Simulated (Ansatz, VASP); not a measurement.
**HfO2: VASP beside Ansatz**

POSCAR

```
HfO2
1.0
    0.0000000000      2.5293941600      2.5293941600
    2.5293941600      0.0000000000      2.5293941600
    2.5293941600      2.5293941600      0.0000000000
Hf O
1 2
Direct
    0.0000000000      0.0000000000      0.0000000000
    0.2500000000      0.2500000000      0.2500000000
    0.7500000000      0.7500000000      0.7500000000
```

INCAR.step1

```
SYSTEM = HfO2
ALGO = Normal
EDIFF = 1E-4
ENCUT = 520
GGA = PE
ISMEAR = -1
LASPH = .TRUE.
LCHARG = .FALSE.
LREAL = .FALSE.
LWAVE = .TRUE.
NBANDS = 18
NELM = 80
PREC = Accurate
SIGMA = 0.02
```

Contents of INCAR.step2:

```
SYSTEM = HfO2
ALGO = Normal
EDIFF = 1E-7
ENCUT = 520
ISIF = 2
ISMEAR = -1
ISTART = 1
LASPH = .TRUE.
LCHARG = .FALSE.
LMIXTAU = .TRUE.
LREAL = .FALSE.
LWAVE = .FALSE.
METAGGA = R2SCAN
NBANDS = 18
NELM = 80
PREC = Accurate
SIGMA = 0.02
```

File KPOINTS:

```
k-points
0
G
  10 10 10
  0 0 0
```

Input for Ansatz:

```yaml
crystal:
  lattice:
    - [0.0, 2.52939416, 2.52939416]
    - [2.52939416, 0.0, 2.52939416]
    - [2.52939416, 2.52939416, 0.0]
  atoms:
    - { symbol: Hf, position: [0.0, 0.0, 0.0] }
    - { symbol: O, position: [0.25, 0.25, 0.25] }
    - { symbol: O, position: [0.75, 0.75, 0.75] }
  symmetry: { tolerance: 0.0003 }
hamiltonian:
  xc: r2scan
  pseudopotentials: { kind: paw, azcp: { folder: soft_1 } }
basis:
  ecutwfc: 500
magnetization:
  spin_polarized: false
scf:
  occupations: { method: fermi_dirac, width: 0.02 }
kpoints:
  mp_grid: { grid: [10, 10, 10], shift: [0, 0, 0] }
  band_path:
    path:
      - [0.0, 0.0, 0.0]
      - [0.5, 0.0, 0.5]
      - [0.625, 0.25, 0.625]
      - [0.375, 0.375, 0.75]
      - [0.0, 0.0, 0.0]
      - [0.5, 0.5, 0.5]
      - [0.5, 0.25, 0.75]
      - [0.5, 0.0, 0.5]
    npoints: 15
output:
  forces: true
  stress: true
  eigenvalues: true
  bader: true
  populations: true
  elf: true
  write_potential: true
  write_density: true
  volumetric_format: npy
  dos:
    e_range: [-12, 8]
    de: 0.05
    projected: { site_lists: { Hf: [Hf], O: [O] } }
```

Alike in both runs: task single point; functional r2SCAN; k mesh 10 × 10 × 10; occupations fermi-dirac, width 0.02 eV; no spin polarisation.

```csv
,VASP,Ansatz
version,VASP 6.6.1,Ansatz 0.2.0
potentials or method,"VASP PAW PBE potentials, release 64 (Hf_pv, O), cutoff 520 eV",PAW plane waves
valence electrons in the cell,22,38
```

Ansatz gave:

- gap on the k mesh at the Fermi level (eV): 4.30
- pressure (GPa): 0.0

Question: What did VASP give for the same quantities?

Answer: gap on the k mesh at the Fermi level (eV): 4.31; pressure (GPa): -4.0.

VASP's potentials were made for PBE, not for r2SCAN. One of these differences is far larger than is usual between the two programs; its cause wasn't traced. The functional is the same, so the differences come from potentials, cutoffs and numerics. VASP's potentials hold 22 valence electrons a cell and Ansatz's 38, so a difference there can come from the potentials and not from the codes.

Spin-orbit coupling is off throughout.
